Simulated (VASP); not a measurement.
# Bi3F2 (P-3m1) in VASP: single point with PBE

Aim: the single point of Bi3F2 with PBE.

Everything below comes from runs of VASP 6.6.1. Logs are shortened: lines on timing, memory, paths and dates and some standing lists are left out, and cuts for length are marked.

## Step 1: The cell of the first run

The structure is trigonal, space group P-3m1 (No. 164). The conventional cell has a = 4.350 Å, b = 4.350 Å, c = 7.482 Å, α = 90.00°, β = 90.00°, γ = 120.00°. Bi (site symmetry -3m) has 12 Bi at 3.21 to 4.35 Å and 6 F at 3.79 Å within 4.4 Å. Within 3.5 Å of Bi (site symmetry 3m) lie 4 F at 2.64 to 2.65 Å and 3 Bi at 3.21 Å. Within 3.5 Å of F (site symmetry 3m) lie 4 Bi at 2.64 to 2.65 Å and 3 F at 3.09 Å.

## Step 2: Single point, PBE

Contents of INCAR:

```
PREC = Accurate
ENCUT = 520
EDIFF = 1E-6
ISMEAR = 0
SIGMA = 0.1
LREAL = False
LASPH = True
NELM = 100
ALGO = Normal
ISIF = 2
LWAVE = False
LCHARG = False
GGA = PE
NBANDS = 38
```

Contents of KPOINTS:

```
Automatic mesh
0
Gamma
  12 12 6
```

Contents of POSCAR:

```
Bi3F2
1.0
    4.3500975718      0.0000000000      0.0000000000
   -2.1750487859      3.7672950061      0.0000000000
    0.0000000000      0.0000000000      7.4819417641
Bi F
3 2
Direct
    0.0000000000      0.0000000000      0.0000000000
    0.3333333333      0.6666666667      0.7328137394
    0.6666666667      0.3333333333      0.2671862606
    0.3333333333      0.6666666667      0.3801144653
    0.6666666667      0.3333333333      0.6198855347
```

Potentials or basis: VASP PAW PBE potentials, release 64 (Bi_d, F).

The run is started by

```sh
$ cat potpaw_PBE.64/Bi_d/POTCAR potpaw_PBE.64/F/POTCAR > POTCAR
$ mpirun -np 1 vasp_std > vasp.out
```

OUTCAR:

```text
PREC = Accurate
   ENCUT = 520
   EDIFF = 1E-6
   ISMEAR = 0
   LREAL = False
   LASPH = True
   NELM = 100
   ISIF = 2
   GGA = PE

 ion  position               nearest neighbor table
   1  0.000  0.000  0.000-   2 3.21   3 3.21   2 3.21   3 3.21   3 3.21   2 3.21
   2  0.333  0.667  0.733-   4 2.64   5 2.65   5 2.65   5 2.65   1 3.21   1 3.21   1 3.21
   3  0.667  0.333  0.267-   5 2.64   4 2.65   4 2.65   4 2.65   1 3.21   1 3.21   1 3.21
   4  0.333  0.667  0.380-   2 2.64   3 2.65   3 2.65   3 2.65
   5  0.667  0.333  0.620-   3 2.64   2 2.65   2 2.65   2 2.65

  LATTYP: Found a hexagonal cell.
 ALAT       =     4.3500975718
 C/A-ratio  =     1.7199480335

  Lattice vectors:

 A1 = (   4.3500975718,   0.0000000000,   0.0000000000)
 A2 = (  -2.1750487859,   3.7672950061,   0.0000000000)
 A3 = (   0.0000000000,   0.0000000000,   7.4819417641)

Analysis of symmetry for initial positions (statically):
=====================================================================
 Subroutine PRICEL returns:
 Original cell was already a primitive cell.

 Routine SETGRP: Setting up the symmetry group for a
 hexagonal supercell.

 Subroutine GETGRP returns: Found 12 space group operations
 (whereof 12 operations were pure point group operations)
 out of a pool of 24 trial point group operations.

The static configuration has the point symmetry D_3d.

Analysis of symmetry for dynamics (positions and initial velocities):
=====================================================================
 Subroutine PRICEL returns:
 Original cell was already a primitive cell.

 Routine SETGRP: Setting up the symmetry group for a
 hexagonal supercell.

 Subroutine GETGRP returns: Found 12 space group operations
 (whereof 12 operations were pure point group operations)
 out of a pool of 24 trial point group operations.

The dynamic configuration has the point symmetry D_3d.

 Subroutine INISYM returns: Found 12 space group operations
 (whereof 12 operations are pure point group operations),
 and found     1 'primitive' translations

----------------------------------------------------------------------------------------

                                     Primitive cell

  volume of cell :     122.6148

  direct lattice vectors                    reciprocal lattice vectors
     4.350097572  0.000000000  0.000000000     0.229879901  0.132721223  0.000000000
    -2.175048786  3.767295006  0.000000000     0.000000000  0.265442446  0.000000000
     0.000000000  0.000000000  7.481941764     0.000000000  0.000000000  0.133655143

  length of vectors
     4.350097572  4.350097572  7.481941764     0.265442446  0.265442446  0.133655143

  position of ions in fractional coordinates (direct lattice)
     0.000000000  0.000000000  0.000000000
     0.333333333  0.666666667  0.732813739
     0.666666667  0.333333333  0.267186261
     0.333333333  0.666666667  0.380114465
     0.666666667  0.333333333  0.619885535

  ion indices of the primitive-cell ions
   primitive index   ion index
                 1           1
                 2           2
                 3           3
                 4           4
                 5           5

----------------------------------------------------------------------------------------

 KPOINTS: Automatic mesh

Automatic generation of k-mesh.
 Grid dimensions read from file:
 generate k-points for:   12   12    6

 Generating k-lattice:

  Cartesian coordinates                     Fractional coordinates (reciprocal lattice)
     0.019156658  0.011060102  0.000000000     0.083333333  0.000000000  0.000000000
     0.000000000  0.022120204  0.000000000     0.000000000  0.083333333  0.000000000
     0.000000000  0.000000000  0.022275857     0.000000000  0.000000000  0.166666667

  Length of vectors
     0.022120204  0.022120204  0.022275857

  Shift w.r.t. Gamma in fractional coordinates (k-lattice)
     0.000000000  0.000000000  0.000000000

 Subroutine IBZKPT returns following result:
 ===========================================

 Found    100 irreducible k-points:

 Following reciprocal coordinates:
            Coordinates               Weight
  0.000000  0.000000  0.000000      1.000000
  0.083333  0.000000  0.000000      6.000000
  0.166667 -0.000000  0.000000      6.000000
  0.250000  0.000000  0.000000      6.000000
  0.333333  0.000000  0.000000      6.000000
  0.416667  0.000000  0.000000      6.000000
[... 16 lines left out ...]
  0.166667 -0.000000  0.166667      6.000000
  0.000000  0.166667  0.166667      6.000000
 [... further k-points ...]
   k-points           NKPTS =    100   k-points in BZ     NKDIM =    100   number of bands    NBANDS=     38
   number of dos      NEDOS =    301   number of ions     NIONS =      5
   total plane-waves  NPLWV =  57344
   dimension x,y,z NGX =    32 NGY =   32 NGZ =   56
   dimension x,y,z NGXF=    64 NGYF=   64 NGZF=  112
   ions per type =               3   2
   NGX,Y,Z   is equivalent  to a cutoff of  12.23, 12.23, 12.44 a.u.
   NGXF,Y,Z  is equivalent  to a cutoff of  24.46, 24.46, 24.89 a.u.
 SYSTEM =  unknown system
   PREC   = accura    normal or accurate (medium, high low for compatibility)
   ISTART =      0    job   : 0-new  1-cont  2-samecut
   ICHARG =      2    charge: 1-file 2-atom 10-const
   ISPIN  =      1    spin polarized calculation?
   LNONCOLLINEAR =      F non collinear calculations
   LSORBIT =      F    spin-orbit coupling
   LASPH  =      T    aspherical Exc in radial PAW
   ENCUT  =  520.0 eV  38.22 Ry    6.18 a.u.   8.09  8.09 13.91*2*pi/ulx,y,z
   NELM   =    100;   NELMIN=  2; NELMDL= -5     # of ELM steps
   EDIFF  = 0.1E-05   stopping-criterion for ELM
   LREAL  =      F    real-space projection
   EDIFFG = 0.1E-04   stopping-criterion for IOM
   NSW    =      0    number of steps for IOM
   IBRION =     -1    ionic relax: 0-MD 1-quasi-New 2-CG
   NFREE  =      0    steps in history (QN), initial steepest desc. (CG)
   ISIF   =      2    stress and relaxation
   ISYM   =      2    0-nonsym 1-usesym 2-fastsym
   POTIM  = 0.5000    time-step for ionic-motion
   TEBEG  =    0.0;   TEEND  =   0.0 temperature during run
   PSTRESS=    0.0 pullay stress
   NELECT =      59.0000    total number of electrons
   NUPDOWN=      -1.0000    fix difference up-down
   EMIN   =  10.00;   EMAX   =-10.00  energy-range for DOS
   EFERMI =   0.00;   METHOD = LEGACY
   ISMEAR =     0;   SIGMA  =   0.10  broadening in eV -4-tet -1-fermi 0-gaus
   EFERMI_NEDOS =   21; number of points for ismear=-14 and -15
   IALGO  =     38    algorithm
   IMIX   =      4    mixing-type and parameters
     AMIX     =   0.40;   BMIX     =  1.00
     AMIX_MAG =   1.60;   BMIX_MAG =  1.00
  volume/ion in A,a.u.               =      24.52       165.49
  Fermi-wavevector in a.u.,A,eV,Ry     =   1.282856  2.424246 22.391367  1.645719
  Thomas-Fermi vector in A             =   2.415143
   LORBIT       =      0    0 simple, 1 ext, 2 COOP (PROOUT), +10 PAW based schemes
   GGA     = PE    functional components
   LHFCALC =     F    Hartree Fock is set to
   AEXX    =    0.0000 exact exchange contribution
   IVDW    =     0    specifies the selected vdW correction
   LEPSILON=     F    determine dielectric tensor
   LRPA    =     F    only Hartree local field effects (RPA)
 non-spin polarized calculation
 Gauss-broadening in eV      SIGMA  =   0.10
  energy-cutoff  :      520.00
  volume of cell :      122.61
 maximum number of plane-waves:      3324
   NGX = 17   NGY = 17   NGZ = 27

 number of electron      59.0000020 magnetization

 Free energy of the ion-electron system (eV)
  ---------------------------------------------------
  ext. energy  EPLUGINS =         0.00000000
  ---------------------------------------------------
  free energy    TOTEN  =       -20.12225759 eV

  energy without entropy =      -20.10609649  energy(sigma->0) =      -20.11417704

 E-fermi :   6.0665     XC(G=0):  -9.6137

 val. band max:        6.0644614317   @ k =   0.4167   0.1667   0.0000
 cond. band min:       6.0668915517   @ k =   0.2500   0.2500   0.3333
 fundamental gap:      0.0024301199
 Fermi energy:         6.0664723794

 k-point     1 :       0.0000    0.0000    0.0000
  band No.  band energies     occupation
      1     -17.8569      2.00000
      2     -17.6346      2.00000
      3     -17.6346      2.00000
      4     -17.6204      2.00000
      5     -17.6095      2.00000
      6     -17.6095      2.00000
[... 30 lines left out ...]
     37      12.4560      0.00000
     38      12.8610      0.00000

 k-point     2 :       0.0833    0.0000    0.0000
  band No.  band energies     occupation
      1     -17.8621      2.00000
      2     -17.6904      2.00000
      3     -17.6337      2.00000
      4     -17.6299      2.00000
      5     -17.6094      2.00000
      6     -17.6091      2.00000
[... 30 lines left out ...]
     37      12.3593      0.00000
     38      12.6226      0.00000

 k-point     3 :       0.1667   -0.0000    0.0000
  band No.  band energies     occupation
      1     -17.8753      2.00000
      2     -17.7599      2.00000
      3     -17.6313      2.00000
      4     -17.6194      2.00000
      5     -17.6092      2.00000
      6     -17.6070      2.00000
[... 30 lines left out ...]
     37      12.4492      0.00000
     38      13.1899      0.00000

 k-point     4 :       0.2500    0.0000    0.0000
  band No.  band energies     occupation
      1     -17.8914      2.00000
      2     -17.8172      2.00000
      3     -17.6280      2.00000
      4     -17.6109      2.00000
      5     -17.6074      2.00000
      6     -17.6046      2.00000
[... 30 lines left out ...]
     37      12.6959      0.00000
     38      13.6318      0.00000
[... 703 lines left out ...]
      4     -17.6297      2.00000
      5     -17.6095      2.00000
      6     -17.6094      2.00000
[... 30 lines left out ...]
     37      12.3928      0.00000
     38      12.9730      0.00000

 k-point    23 :       0.1667   -0.0000    0.1667
  band No.  band energies     occupation
      1     -17.8747      2.00000
      2     -17.7642      2.00000
      3     -17.6327      2.00000
      4     -17.6127      2.00000
      5     -17.6099      2.00000
      6     -17.6081      2.00000
[... 30 lines left out ...]
     37      12.3013      0.00000
     38      13.0290      0.00000

 k-point    24 :       0.0000    0.1667    0.1667
  band No.  band energies     occupation
      1     -17.8760      2.00000
      2     -17.7581      2.00000
      3     -17.6275      2.00000
      4     -17.6231      2.00000
      5     -17.6091      2.00000
      6     -17.6067      2.00000
[... 30 lines left out ...]
     37      12.5777      0.00000
     38      13.2819      0.00000

 [... further k-points ...]

------------------------ aborting loop because EDIFF is reached ----------------------------------------

  FORCE on cell =-STRESS in cart. coord.  units (eV):
  Direction    XX          YY          ZZ          XY          YZ          ZX
  --------------------------------------------------------------------------------------
  -------------------------------------------------------------------------------------
  Total       -0.0981380     -0.0981380     -0.0869434      0.0000000     -0.0000000      0.0000000
  in kB       -1.2823451     -1.2823451     -1.1360683      0.0000000     -0.0000000      0.0000000
  external PRESSURE =      -1.2335861 kB  Pullay stress =       0.0000000 kB

 VOLUME and BASIS-vectors are now :
 -----------------------------------------------------------------------------
  energy-cutoff  :      520.00
  volume of cell :      122.61
      direct lattice vectors                 reciprocal lattice vectors
     4.350097572  0.000000000  0.000000000     0.229879901  0.132721223  0.000000000
    -2.175048786  3.767295006  0.000000000     0.000000000  0.265442446  0.000000000
     0.000000000  0.000000000  7.481941764     0.000000000  0.000000000  0.133655143

 POSITION                                       TOTAL-FORCE (eV/Angst)
 -----------------------------------------------------------------------------------
      0.00000      0.00000      0.00000        -0.000000      0.000000     -0.000000
     -0.00000      2.51153      5.48287         0.000000      0.000000      0.003719
      2.17505      1.25577      1.99907        -0.000000     -0.000000     -0.003719
     -0.00000      2.51153      2.84399         0.000000     -0.000000      0.000170
      2.17505      1.25577      4.63795        -0.000000      0.000000     -0.000170
 -----------------------------------------------------------------------------------
    total drift:                               -0.000000      0.000000      0.000000

  FREE ENERGIE OF THE ION-ELECTRON SYSTEM (eV)
  ---------------------------------------------------
  free  energy   TOTEN  =       -20.1222575938 eV

  energy  without entropy=      -20.1060964904  energy(sigma->0) =      -20.11417704
```

Wall time 6 min (1 thread of Intel Xeon Platinum 8375C at 2.90GHz (Ice Lake), shared host); peak memory 0.46 GiB.

Results:

| Property | Result |
| --- | --- |
| Free energy | -20.1223 eV |
| Pressure | -0.1 GPa |
| Largest force | 0.004 eV/Å |
| Band gap on the k mesh | zero (an odd number of electrons rules out a gap without spin polarisation) |

Forces on the atoms (eV/Å):
```
Bi   0.000  0.000  0.000
Bi   0.000  0.000  0.004
Bi   0.000  0.000 -0.004
F    0.000  0.000  0.000
F    0.000  0.000  0.000
```

Caveat: spin-orbit coupling is left out, which moves the levels of the heavy elements; an odd number of electrons without spin polarisation forces a metal; a magnetic or distorted state may lie lower.
